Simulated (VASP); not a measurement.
Here is a VASP 6.6.1 calculation.

Contents of INCAR:

```
SYSTEM = InRh
PREC = Accurate
ENCUT = 520
EDIFF = 1E-7
ISMEAR = 0
SIGMA = 0.15
LREAL = .FALSE.
LASPH = .TRUE.
NELM = 80
ALGO = Fast
ISIF = 2
LWAVE = .FALSE.
LCHARG = .FALSE.
GGA = PS
NBANDS = 21
```

Contents of KPOINTS:

```
regular mesh
0
G
  16 16 16
  0 0 0
```

The input POSCAR:

```
InRh
1.0
    3.1960000000      0.0000000000      0.0000000000
    0.0000000000      3.1960000000      0.0000000000
    0.0000000000      0.0000000000      3.1960000000
In Rh
1 1
Direct
    0.5000000000      0.5000000000      0.5000000000
   -0.0195556946      0.0000000000      0.0000000000
```

Potentials or basis: VASP PAW PBE potentials, release 64 (In_d, Rh_pv).

Launch:

```bash
$ cat potpaw_PBE.64/In_d/POTCAR potpaw_PBE.64/Rh_pv/POTCAR > POTCAR
$ mpirun -np 1 vasp_std > vasp.out
```

(1) What does it give for the pressure?

(2) What does it give for the largest force?

Results:

(1) -0.6 GPa.

(2) 0.388 eV/Å.

Caveat: the cell differs from its parent crystal (all Rh atoms moved +0.062 Å, as atom 2 towards its neighbour atom 2 (Rh) at 3.196 Å); the PAW data sets were made with another functional, which shifts forces and pressure a little.
